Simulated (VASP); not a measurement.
Here is a VASP 6.6.1 calculation.

INCAR

```
  PREC = Accurate
  ENCUT = 520
  EDIFF = 1E-6
  ISMEAR = 0
  SIGMA = 0.05
  LREAL = False
  LASPH = True
  NELM = 80
  ALGO = Normal
  ISIF = 2
  LWAVE = False
  LCHARG = True
  GGA = PE
  LELF = True
  LVHAR = True
  NBANDS = 28
```

KPOINTS

```
regular mesh
0
Gamma
  8 8 8
```

POSCAR

```
SrTiO3
1.0
    3.9364094381      0.0000000000      0.0000000000
    0.0000000000      3.9364094381      0.0000000000
    0.0000000000      0.0000000000      3.9364094381
Sr Ti O
1 1 3
Direct
   -0.0352881034      0.0000000000      0.0000000000
    0.5471247955      0.5000000000      0.5000000000
    0.0103688826      0.5000000000      0.5000000000
    0.5209490993      0.0000000000      0.5000000000
    0.5209490993      0.5000000000      0.0000000000
```

Potentials or basis: VASP PAW PBE potentials, release 64 (Sr_sv, Ti_sv, O).

The run is started by

```bash
$ cat potpaw_PBE.64/Sr_sv/POTCAR potpaw_PBE.64/Ti_sv/POTCAR potpaw_PBE.64/O/POTCAR > POTCAR
$ mpirun -np 1 vasp_std > vasp.out
```

Problem. Estimate the largest force.

Solution. 1.149 eV/Å.

Problem. Estimate the pressure.

Solution. 3.6 GPa.

Problem. What does it give for the band gap on the k mesh?

Solution. 1.87 eV (least direct gap 2.34 eV).

Stress tensor (GPa, compression positive):
```
5.24 0.00 0.00
0.00 2.83 0.00
0.00 0.00 2.83
```

Caveat: the cell differs from its parent crystal (atoms displaced along several vibrational modes); the cell stands under pressure; forces of over 1 eV/Å act on the atoms, so gaps and moduli don't describe the material at rest. A k mesh can miss the band edges.
